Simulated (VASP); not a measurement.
# SiC2 (P6/mmm) in VASP: further runs

The runs below take SiC2 through single point, with PBE-based screened hybrid.

Program: VASP 6.6.1. These are calculated values, not measurements. Logs are shortened: lines on timing, memory, paths and dates and some standing lists are left out, and cuts for length are marked.

## Step 1: The cell of the first run

The structure is hexagonal, space group P6/mmm (No. 191). Conventional cell: a = 2.465 Å, b = 2.465 Å, c = 7.127 Å, α = 90.00°, β = 90.00°, γ = 120.00°. Si (site symmetry 6/mmm) has 6 Si at 2.46 Å within 3.3 Å. Within 1.9 Å of C (site symmetry -6m2) lie 3 C at 1.42 Å.

## Step 2: Single point, PBE-based screened hybrid

File POSCAR:

```
SiC2
1.0
    2.4649100000      0.0000000000      0.0000000000
   -1.2324500000      2.1346700000      0.0000000000
    0.0000000000      0.0000000000      7.1274500000
Si C
1 2
Direct
    0.0000000000      0.0000000000      0.0000000000
    0.3333300000      0.6666700000      0.5000000000
    0.6666700000      0.3333300000      0.5000000000
```

File INCAR.step1:

```
ALGO = Normal ; EDIFF = 1E-5
ENCUT = 520 ; GGA = PE
ISIF = 2 ; ISMEAR = -1
LASPH = True ; LREAL = False
LWAVE = True ; NBANDS = 13
NELM = 100 ; PREC = Accurate
SIGMA = 0.05
```

File INCAR.step2:

```
AEXX = 0.3 ; ALGO = Normal
EDIFF = 1E-6 ; ENCUT = 520
GGA = PE ; HFSCREEN = 0.2
ISIF = 2 ; ISMEAR = -1
ISTART = 1 ; LASPH = True
LCHARG = True ; LELF = True
LHFCALC = True ; LREAL = False
LVHAR = True ; LWAVE = False
NBANDS = 13 ; NELM = 100
PREC = Accurate ; PRECFOCK = Normal
SIGMA = 0.05
```

File KPOINTS:

```
k-points
0
Gamma
  6 6 2
```

Potentials or basis: VASP PAW PBE potentials, release 64 (Si, C).

Launch:

```bash
$ cat potpaw_PBE.64/Si/POTCAR potpaw_PBE.64/C/POTCAR > POTCAR
$ cp INCAR.step1 INCAR
$ mpirun -np 1 vasp_std > vasp.out
$ cp INCAR.step2 INCAR
$ mpirun -np 1 vasp_std > vasp.out
```

OUTCAR:

```text
AEXX = 0.3
   EDIFF = 1E-6
   ENCUT = 520
   GGA = PE
   HFSCREEN = 0.2
   ISIF = 2
   ISMEAR = -1
   ISTART = 1
   LASPH = True
   LHFCALC = True
   LREAL = False
   NELM = 100
   PREC = Accurate
   PRECFOCK = Normal

 ion  position               nearest neighbor table
   1  0.000  0.000  0.000-
   2  0.333  0.667  0.500-   3 1.42   3 1.42   3 1.42
   3  0.667  0.333  0.500-   2 1.42   2 1.42   2 1.42

  LATTYP: Found a hexagonal cell.
 ALAT       =     2.4649100000
 C/A-ratio  =     2.8915660207

  Lattice vectors:

 A1 = (   2.4649100000,   0.0000000000,   0.0000000000)
 A2 = (  -1.2324500000,   2.1346700000,   0.0000000000)
 A3 = (   0.0000000000,   0.0000000000,   7.1274500000)

Analysis of symmetry for initial positions (statically):
=====================================================================
 Subroutine PRICEL returns:
 Original cell was already a primitive cell.

 Routine SETGRP: Setting up the symmetry group for a
 hexagonal supercell.

 Subroutine GETGRP returns: Found  8 space group operations
 (whereof  8 operations were pure point group operations)
 out of a pool of 24 trial point group operations.

The static configuration has the point symmetry D_2h.

Analysis of symmetry for dynamics (positions and initial velocities):
=====================================================================
 Subroutine PRICEL returns:
 Original cell was already a primitive cell.

 Routine SETGRP: Setting up the symmetry group for a
 hexagonal supercell.

 Subroutine GETGRP returns: Found  8 space group operations
 (whereof  8 operations were pure point group operations)
 out of a pool of 24 trial point group operations.

The dynamic configuration has the point symmetry D_2h.

 Subroutine INISYM returns: Found  8 space group operations
 (whereof  8 operations are pure point group operations),
 and found     1 'primitive' translations

----------------------------------------------------------------------------------------

                                     Primitive cell

  volume of cell :      37.5030

  direct lattice vectors                    reciprocal lattice vectors
     2.464910000  0.000000000  0.000000000     0.405694326  0.234227291  0.000000000
    -1.232450000  2.134670000  0.000000000     0.000000000  0.468456483  0.000000000
     0.000000000  0.000000000  7.127450000     0.000000000  0.000000000  0.140302633

  length of vectors
     2.464910000  2.464903449  7.127450000     0.468455238  0.468456483  0.140302633

  position of ions in fractional coordinates (direct lattice)
     0.000000000  0.000000000  0.000000000
     0.333330000  0.666670000  0.500000000
     0.666670000  0.333330000  0.500000000

  ion indices of the primitive-cell ions
   primitive index   ion index
                 1           1
                 2           2
                 3           3

----------------------------------------------------------------------------------------

 KPOINTS: k-points

Automatic generation of k-mesh.
 Grid dimensions read from file:
 generate k-points for:    6    6    2

 Generating k-lattice:

  Cartesian coordinates                     Fractional coordinates (reciprocal lattice)
     0.067615721  0.039037882  0.000000000     0.166666667 -0.000000000  0.000000000
     0.000000000  0.078076080  0.000000000     0.000000000  0.166666667  0.000000000
     0.000000000  0.000000000  0.070151316     0.000000000  0.000000000  0.500000000

  Length of vectors
     0.078075873  0.078076080  0.070151316

  Shift w.r.t. Gamma in fractional coordinates (k-lattice)
     0.000000000  0.000000000  0.000000000

 Subroutine IBZKPT returns following result:
 ===========================================

 Found     26 irreducible k-points:

 Following reciprocal coordinates:
            Coordinates               Weight
  0.000000  0.000000  0.000000      1.000000
  0.166667 -0.000000  0.000000      4.000000
 -0.166667  0.166667  0.000000      2.000000
  0.333333 -0.000000  0.000000      4.000000
 -0.333333  0.333333  0.000000      2.000000
  0.500000 -0.000000  0.000000      2.000000
[... 16 lines left out ...]
  0.333333  0.166667  0.500000      4.000000
 -0.166667  0.500000  0.500000      4.000000
 [... further k-points ...]
   k-points           NKPTS =     26   k-points in BZ     NKDIM =     72   number of bands    NBANDS=     13
   number of dos      NEDOS =    301   number of ions     NIONS =      3
   total plane-waves  NPLWV =  17496
   dimension x,y,z NGX =    18 NGY =   18 NGZ =   54
   dimension x,y,z NGXF=    36 NGYF=   36 NGZF=  108
   ions per type =               1   2
   NGX,Y,Z   is equivalent  to a cutoff of  12.14, 12.14, 12.60 a.u.
   NGXF,Y,Z  is equivalent  to a cutoff of  24.28, 24.28, 25.19 a.u.
 SYSTEM =  unknown system
   PREC   = accura    normal or accurate (medium, high low for compatibility)
   ISTART =      1    job   : 0-new  1-cont  2-samecut
   ICHARG =      0    charge: 1-file 2-atom 10-const
   ISPIN  =      1    spin polarized calculation?
   LNONCOLLINEAR =      F non collinear calculations
   LSORBIT =      F    spin-orbit coupling
   LASPH  =      T    aspherical Exc in radial PAW
   ENCUT  =  520.0 eV  38.22 Ry    6.18 a.u.   4.58  4.58 13.25*2*pi/ulx,y,z
   NELM   =    100;   NELMIN=  2; NELMDL=  0     # of ELM steps
   EDIFF  = 0.1E-05   stopping-criterion for ELM
   LREAL  =      F    real-space projection
   EDIFFG = 0.1E-04   stopping-criterion for IOM
   NSW    =      0    number of steps for IOM
   IBRION =     -1    ionic relax: 0-MD 1-quasi-New 2-CG
   NFREE  =      0    steps in history (QN), initial steepest desc. (CG)
   ISIF   =      2    stress and relaxation
   ISYM   =      3    0-nonsym 1-usesym 2-fastsym
   POTIM  = 0.5000    time-step for ionic-motion
   TEBEG  =    0.0;   TEEND  =   0.0 temperature during run
   PSTRESS=    0.0 pullay stress
   NELECT =      12.0000    total number of electrons
   NUPDOWN=      -1.0000    fix difference up-down
   EMIN   =  10.00;   EMAX   =-10.00  energy-range for DOS
   EFERMI =   0.00;   METHOD = LEGACY
   ISMEAR =    -1;   SIGMA  =   0.05  broadening in eV -4-tet -1-fermi 0-gaus
   EFERMI_NEDOS =   21; number of points for ismear=-14 and -15
   IALGO  =     38    algorithm
   IMIX   =      1    mixing-type and parameters
     AMIX     =   0.40;   BMIX     =  1.00
     AMIX_MAG =   1.60;   BMIX_MAG =  1.00
  volume/ion in A,a.u.               =      12.50        84.36
  Fermi-wavevector in a.u.,A,eV,Ry     =   1.119730  2.115983 17.058915  1.253795
  Thomas-Fermi vector in A             =   2.256371
   LORBIT       =      0    0 simple, 1 ext, 2 COOP (PROOUT), +10 PAW based schemes
   GGA     = PE    functional components
   LHFCALC =     T    Hartree Fock is set to
   PRECFOCK=normal    Normal, Fast or Accurate (Low or Medium for compatibility)
   ENCUT4O =  -1.0   cutoff for four orbital integrals eV
   NKREDX  =     1    reduce k-point grid by
   NKREDY  =     1    reduce k-point grid by
   NKREDZ  =     1    reduce k-point grid by
   AEXX    =    0.3000 exact exchange contribution
   HFSCREEN=    0.2000 screening length (either q_TF or 0.3 A-1)
   HFSCREENC=   0.2000 screening length for correlation (either q_TF or 0.3 A-1)
   ENCUTFOCK=  -1.0 apply spherical cutoff to Coloumb kernel
   IVDW    =     0    specifies the selected vdW correction
   LEPSILON=     F    determine dielectric tensor
   LRPA    =     F    only Hartree local field effects (RPA)
 non-spin polarized calculation
  energy-cutoff  :      520.00
  volume of cell :       37.50
 maximum number of plane-waves:      1022
  NGX = 14; NGY = 14; NGZ = 40

 number of electron      11.9999997 magnetization

 Free energy of the ion-electron system (eV)
  ---------------------------------------------------
  ext. energy  EPLUGINS =         0.00000000
  ---------------------------------------------------
  free energy    TOTEN  =       -27.07595862 eV

  energy without entropy =      -27.06440924  energy(sigma->0) =      -27.07018393

 E-fermi :   5.1754     XC(G=0):  -7.8772

 val. band max:        5.1421198745   @ k =   0.3333   0.3333   0.0000
 cond. band min:       5.1968855817   @ k =  -0.3333   0.3333   0.0000
 fundamental gap:      0.0547657073
 Fermi energy:         5.1753773102

 k-point     1 :       0.0000    0.0000    0.0000
  band No.  band energies     occupation
      1     -17.4341      2.00000
      2      -9.3385      2.00000
      3      -4.2288      2.00000
      4       0.9269      2.00000
      5       0.9296      2.00000
      6       1.2210      2.00000
      7       8.8331      0.00000
      8      14.6017      0.00000
      9      14.6034      0.00000
     10      17.7978      0.00000
     11      18.5973      0.00000
     12      19.2231      0.00000
     13      20.2053      0.00000

 k-point     2 :       0.1667   -0.0000    0.0000
  band No.  band energies     occupation
      1     -16.7074      2.00000
      2      -8.3417      2.00000
      3      -3.3135      2.00000
      4      -1.5935      2.00000
      5      -0.3022      2.00000
      6       2.2256      2.00000
      7       9.6619      0.00000
      8      14.4246      0.00000
      9      14.6530      0.00000
     10      16.1760      0.00000
     11      17.3458      0.00000
     12      18.3561      0.00000
     13      18.5064      0.00000

 k-point     3 :      -0.1667    0.1667    0.0000
  band No.  band energies     occupation
      1     -16.7075      2.00000
      2      -8.3417      2.00000
      3      -3.3143      2.00000
      4      -1.5952      2.00000
      5      -0.3006      2.00000
      6       2.2254      2.00000
      7       9.6619      0.00000
      8      14.4257      0.00000
      9      14.6541      0.00000
     10      16.1765      0.00000
     11      17.3449      0.00000
     12      18.3560      0.00000
     13      18.5064      0.00000
[... 305 lines left out ...]
 k-point    23 :       0.3333    0.1667    0.5000
  band No.  band energies     occupation
      1     -12.5128      2.00000
      2      -8.3707      2.00000
      3      -4.5706      2.00000
      4      -2.4895      2.00000
      5       1.9444      2.00000
      6       3.4898      2.00000
      7       7.5434      0.00000
      8       8.3167      0.00000
      9       9.2369      0.00000
     10      13.3902      0.00000
     11      16.2683      0.00000
     12      16.8612      0.00000
     13      19.0122      0.00000

 k-point    24 :      -0.1667    0.5000    0.5000
  band No.  band energies     occupation
      1     -12.5130      2.00000
      2      -8.3709      2.00000
      3      -4.5701      2.00000
      4      -2.4895      2.00000
      5       1.9374      2.00000
      6       3.4900      2.00000
      7       7.5433      0.00000
      8       8.3246      0.00000
      9       9.2368      0.00000
     10      13.3903      0.00000
     11      16.2678      0.00000
     12      16.8605      0.00000
     13      19.0118      0.00000

 [... further k-points ...]
[... 5 lines left out ...]
  --------------------------------------------------------------------------------------
  -------------------------------------------------------------------------------------
  Total       -0.7647278     -0.8500523      0.6139073     -0.0738986      0.0000000      0.0000000
  in kB      -32.6701748    -36.3153515     26.2269270     -3.1570444      0.0000000      0.0000000
  external PRESSURE =     -14.2528664 kB  Pullay stress =       0.0000000 kB

 VOLUME and BASIS-vectors are now :
 -----------------------------------------------------------------------------
  energy-cutoff  :      520.00
  volume of cell :       37.50
      direct lattice vectors                 reciprocal lattice vectors
     2.464910000  0.000000000  0.000000000     0.405694326  0.234227291  0.000000000
    -1.232450000  2.134670000  0.000000000     0.000000000  0.468456483  0.000000000
     0.000000000  0.000000000  7.127450000     0.000000000  0.000000000  0.140302633

 POSITION                                       TOTAL-FORCE (eV/Angst)
 -----------------------------------------------------------------------------------
      0.00000      0.00000      0.00000         0.000000     -0.000000      0.000000
     -0.00001      1.42312      3.56372        -0.075503      0.043592      0.000000
      1.23247      0.71155      3.56372         0.075503     -0.043592     -0.000000
 -----------------------------------------------------------------------------------
    total drift:                                0.000070     -0.000043     -0.000016

  FREE ENERGIE OF THE ION-ELECTRON SYSTEM (eV)
  ---------------------------------------------------
  free  energy   TOTEN  =       -27.0759586241 eV

  energy  without entropy=      -27.0644092394  energy(sigma->0) =      -27.07018393
```

It took 15 min on 1 thread of Intel Xeon 6975P-C (Granite Rapids), shared host; peak memory 0.25 GiB.

Results:

| Item | Value |
| --- | --- |
| Free energy | -27.0760 eV |
| Pressure | -1.4 GPa |
| Largest force | 0.087 eV/Å |
| Band gap on the k mesh | zero (band 6 reaches 5.20 eV, above the bottom of band 7 at 5.11 eV) |

Forces on the atoms (eV/Å):
```
Si   0.000  0.000  0.000
C   -0.076  0.044  0.000
C    0.076 -0.044  0.000
```

Levels at points of the mesh, in eV from the Fermi level:
| k point | band 2 | band 3 | band 4 | band 5 | band 6 | band 7 | band 8 | band 9 | band 10 | band 11 |
| --- | --- | --- | --- | --- | --- | --- | --- | --- | --- | --- |
| (0.00, 0.00, 0.00) | -14.51 | -9.40 | -4.25 | -4.25 | -3.95 | 3.66 | 9.43 | 9.43 | 12.62 | 13.42 |
| (0.50, 0.00, 0.00) | -15.53 | -7.96 | -6.16 | -4.96 | -3.05 | 1.57 | 4.42 | 5.89 | 8.30 | 10.11 |
| (0.50, 0.50, 0.00) | -15.53 | -7.96 | -6.16 | -4.96 | -3.06 | 1.57 | 4.42 | 5.89 | 8.30 | 10.11 |
| (0.00, 0.00, 0.50) | -14.56 | -9.10 | -4.65 | -4.25 | -4.25 | 5.80 | 8.59 | 9.43 | 9.43 | 13.42 |
| (0.50, 0.00, 0.50) | -15.53 | -7.96 | -6.21 | -4.99 | -2.93 | 2.16 | 3.52 | 5.39 | 8.31 | 10.11 |
| (0.50, 0.50, 0.50) | -15.53 | -7.96 | -6.21 | -4.99 | -2.94 | 2.17 | 3.52 | 5.39 | 8.32 | 10.11 |

Caveat: the k points lie up to 0.49 Å⁻¹ apart; the PAW data sets were made with another functional, which shifts forces and pressure a little.

## Step 3: Single point, PBE-based screened hybrid

POSCAR is that of step 2.

File INCAR.step1:

```
  ALGO = Normal
  EDIFF = 1E-5
  ENCUT = 520
  GGA = PE
  ISIF = 2
  ISMEAR = -1
  LASPH = T
  LCHARG = F
  LREAL = F
  LWAVE = T
  NBANDS = 13
  NELM = 100
  PREC = Accurate
  SIGMA = 0.05
```

File INCAR.step2:

```
  AEXX = 0.4
  ALGO = Normal
  EDIFF = 1E-6
  ENCUT = 520
  GGA = PE
  HFSCREEN = 0.2
  ISIF = 2
  ISMEAR = -1
  ISTART = 1
  LASPH = T
  LCHARG = F
  LHFCALC = T
  LREAL = F
  LWAVE = F
  NBANDS = 13
  NELM = 100
  PREC = Accurate
  PRECFOCK = Normal
  SIGMA = 0.05
```

KPOINTS is that of step 2.

Potentials or basis: VASP PAW PBE potentials, release 64 (Si, C).

Launch:

```bash
$ cat potpaw_PBE.64/Si/POTCAR potpaw_PBE.64/C/POTCAR > POTCAR
$ cp INCAR.step1 INCAR
$ mpirun -np 1 vasp_std > vasp.out
$ cp INCAR.step2 INCAR
$ mpirun -np 1 vasp_std > vasp.out
```

It took 32 min on 1 thread of AMD EPYC 7R43 (Zen 3), shared host; peak memory 0.27 GiB.

Results (log left out):

* Free energy: -28.4812 eV
* Pressure: -2.8 GPa
* Largest force: 0.792 eV/Å
* Band gap on the k mesh: zero (band 6 reaches 5.17 eV, above the bottom of band 7 at 4.96 eV)

Forces on the atoms (eV/Å):
```
Si   0.000  0.000  0.000
C   -0.686  0.396  0.000
C    0.686 -0.396  0.000
```

Stress tensor (GPa, compression positive):
```
-3.91 -2.82  0.00
-2.82 -7.16  0.00
 0.00  0.00  2.55
```

Levels at points of the mesh, in eV from the Fermi level:
```csv
k point,band 2,band 3,band 4,band 5,band 6,band 7,band 8,band 9,band 10,band 11
"(0.00, 0.00, 0.00)",-15.19,-9.89,-4.65,-4.61,-4.21,3.80,9.81,9.84,12.95,14.11
"(0.50, 0.00, 0.00)",-16.25,-8.46,-6.47,-5.19,-3.19,1.69,4.67,6.12,8.63,10.51
"(0.50, 0.50, 0.00)",-16.29,-8.44,-6.47,-5.19,-3.32,1.76,4.69,6.11,8.66,10.51
"(0.00, 0.00, 0.50)",-15.23,-9.58,-4.93,-4.65,-4.61,6.01,8.82,9.81,9.84,14.10
"(0.50, 0.00, 0.50)",-16.25,-8.46,-6.52,-5.22,-3.07,2.31,3.71,5.59,8.64,10.51
"(0.50, 0.50, 0.50)",-16.29,-8.44,-6.52,-5.22,-3.20,2.41,3.71,5.59,8.67,10.51
```

Caveat: the k points lie up to 0.49 Å⁻¹ apart; the PAW data sets were made with another functional, which shifts forces and pressure a little.

## Step 4: Single point, PBE-based screened hybrid

POSCAR is that of step 3.

File INCAR.step1:

```
PREC = Accurate ; ENCUT = 520
EDIFF = 1E-5 ; ISMEAR = -1
SIGMA = 0.05 ; LREAL = F
LASPH = T ; NELM = 100
ALGO = Normal ; ISIF = 2
LWAVE = T ; LCHARG = F
NBANDS = 13 ; GGA = PE
```

File INCAR.step2:

```
PREC = Accurate ; ENCUT = 520
EDIFF = 1E-6 ; ISMEAR = -1
SIGMA = 0.05 ; LREAL = F
LASPH = T ; NELM = 100
ALGO = Normal ; ISIF = 2
LWAVE = F ; LCHARG = F
GGA = PE ; LHFCALC = T
AEXX = 0.05 ; HFSCREEN = 0.2
PRECFOCK = Normal ; NBANDS = 13
ISTART = 1
```

File KPOINTS:

```
Automatic mesh
0
Gamma
  6 6 2
```

Launch:

```bash
$ cat potpaw_PBE.64/Si/POTCAR potpaw_PBE.64/C/POTCAR > POTCAR
$ cp INCAR.step1 INCAR
$ mpirun -np 1 vasp_std > vasp.out
$ cp INCAR.step2 INCAR
$ mpirun -np 1 vasp_std > vasp.out
```

It took 10 min on 1 thread of Oxide Virtual Turin-like, shared host; peak memory 0.22 GiB.

The run converged. Its results:

```yaml
Free_energy: -23.6193 eV
Pressure: 2.1 GPa
Band_gap_on_the_k_mesh: zero (band 6 reaches 5.27 eV, above the bottom of band 7 at 5.19 eV)
```

Stress tensor (GPa, compression positive):
```
1.77 0.00 0.00
0.00 1.77 0.00
0.00 0.00 2.82
```

Levels at points of the mesh, in eV from the Fermi level:
| k point | band 2 | band 3 | band 4 | band 5 | band 6 | band 7 | band 8 | band 9 | band 10 | band 11 |
| --- | --- | --- | --- | --- | --- | --- | --- | --- | --- | --- |
| (0.00, 0.00, 0.00) | -12.84 | -8.12 | -3.31 | -3.23 | -3.23 | 3.32 | 8.52 | 8.52 | 11.79 | 11.82 |
| (0.50, 0.00, 0.00) | -13.61 | -6.66 | -5.41 | -4.38 | -2.52 | 1.26 | 3.80 | 5.32 | 7.54 | 9.11 |
| (0.50, 0.50, 0.00) | -13.61 | -6.66 | -5.41 | -4.38 | -2.52 | 1.26 | 3.80 | 5.32 | 7.54 | 9.11 |
| (0.00, 0.00, 0.50) | -12.88 | -7.84 | -3.96 | -3.23 | -3.23 | 5.27 | 8.03 | 8.52 | 8.52 | 11.79 |
| (0.50, 0.00, 0.50) | -13.61 | -6.66 | -5.45 | -4.40 | -2.41 | 1.78 | 3.03 | 4.89 | 7.55 | 9.10 |
| (0.50, 0.50, 0.50) | -13.61 | -6.66 | -5.45 | -4.40 | -2.41 | 1.78 | 3.03 | 4.89 | 7.55 | 9.10 |

Caveat: the k points lie up to 0.49 Å⁻¹ apart; the PAW data sets were made with another functional, which shifts forces and pressure a little.

(Part 1 of 2 ends here.)
